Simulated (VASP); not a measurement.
Write the native input for VASP 6.6.1 that does the following.

```yaml
Task: relaxation of cell and atoms
Functional: PBE
Dispersion: D3(BJ)
Potentials_or_basis: VASP PAW PBE potentials, release 64 (Sn_d)
Cutoff: 500 eV
k_mesh: 16 × 16 × 16
Occupations: fermi-dirac, width 0.15 eV
Spin: no spin polarisation
Dipole_correction: no
Further_INCAR_settings: ALGO = Normal; EDIFF = 1e-07; IBRION = 2; EDIFFG = -0.001; NSW = 80; ISIF = 3
```

The structure of Sn lies in POSCAR:

```
Sn
1.0
   -2.9314933229      2.9314933229      1.5823429727
    2.9314933229     -2.9314933229      1.5823429727
    2.9314933229      2.9314933229     -1.5823429727
Sn
2
Direct
    0.0000000000      0.0000000000      0.0000000000
    0.7500000000      0.2500000000      0.5000000000
```

One way to write it, as run:

INCAR

```
ALGO = Normal
EDIFF = 1E-7
EDIFFG = -0.001
ENCUT = 500
GGA = PE
GGA_COMPAT = False
IBRION = 2
ISIF = 3
ISMEAR = -1
IVDW = 12
LASPH = True
LCHARG = False
LREAL = False
LWAVE = False
NELM = 120
NELMIN = 4
NSW = 80
PREC = Accurate
SIGMA = 0.15
```

KPOINTS

```
k-points
0
Gamma
  16 16 16
```

Potentials or basis: VASP PAW PBE potentials, release 64 (Sn_d).

Launch:

```bash
$ cat potpaw_PBE.64/Sn_d/POTCAR > POTCAR
$ mpirun -np 1 vasp_std > vasp.out
```

Results of the run:

```
Relaxed volume                         : 27.24 Å³/atom
Relaxed cell                           : a = 4.441 Å, b = 4.441 Å, c = 4.441 Å, α = 97.29°, β = 97.29°, γ = 138.26°
Space group after relaxing (to 0.05 Å) : I4_1/amd (No. 141)
Energy gained by relaxing              : 0.0 meV/atom
Ionic steps                            : 4
Pressure after relaxing                : 0.0 GPa
Band gap on the k mesh                 : zero (band 14 reaches 9.52 eV, above the bottom of band 15 at 5.29 eV)
Dispersion energy per atom             : -0.388 eV
```

Caveat: spin-orbit coupling is left out, which moves the levels of the heavy elements; pairwise dispersion overbinds metals, which lowers pressure and volume.

Run time: 3.6 min on 1 thread of Intel(R) Xeon(R) 6975P-C (Granite Rapids), on a shared host, peak memory 0.39 GiB.
